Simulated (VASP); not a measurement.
Wanted: the native input for a VASP 6.6.1 run.

```yaml
Task: single point
Functional: PBE
Potentials_or_basis: VASP PAW PBE potentials, release 64 (Cd, Te)
Cutoff: 520 eV
k_mesh: 4 × 4 × 4
Occupations: gaussian, width 0.01 eV
Spin: no spin polarisation
Dipole_correction: no
Further_INCAR_settings: ALGO = Normal; EDIFF = 1e-06; NBANDS = 16
```

The structure of CdTe lies in POSCAR:

```
CdTe
1.0
    0.0000000000      3.2799551162      3.1487569115
    3.2799551162      0.0000000000      3.1487569115
    3.2799551162      3.2799551162      0.0000000000
Cd Te
1 1
Direct
    0.0000000000      0.0000000000      0.0000000000
    0.2500000000      0.2500000000      0.2500000000
```

This cell differs from its parent crystal: uniaxial z strain -4.0%.

The input as run:

INCAR

```
PREC = Accurate
ENCUT = 520
EDIFF = 1E-6
ISMEAR = 0
SIGMA = 0.01
LREAL = False
LASPH = True
NELM = 60
ALGO = Normal
ISIF = 2
LWAVE = False
LCHARG = False
GGA = PE
NBANDS = 16
```

KPOINTS

```
regular mesh
0
Gamma
  4 4 4
```

Potentials or basis: VASP PAW PBE potentials, release 64 (Cd, Te).

Run with:

```console
$ cat potpaw_PBE.64/Cd/POTCAR potpaw_PBE.64/Te/POTCAR > POTCAR
$ mpirun -np 1 vasp_std > vasp.out
```

Results of the run:

```json
{
  "Pressure": "3.1 GPa",
  "Band gap on the k mesh": "0.69 eV, direct"
}
```

Caveat: the k points lie up to 0.42 Å⁻¹ apart; the cell differs from its parent crystal (uniaxial z strain -4.0%); spin-orbit coupling is left out, which moves the levels of the heavy elements.

Wall time 7.5 s on 1 thread of Intel(R) Xeon(R) 6975P-C (Granite Rapids), on a shared host, peak memory 0.21 GiB.
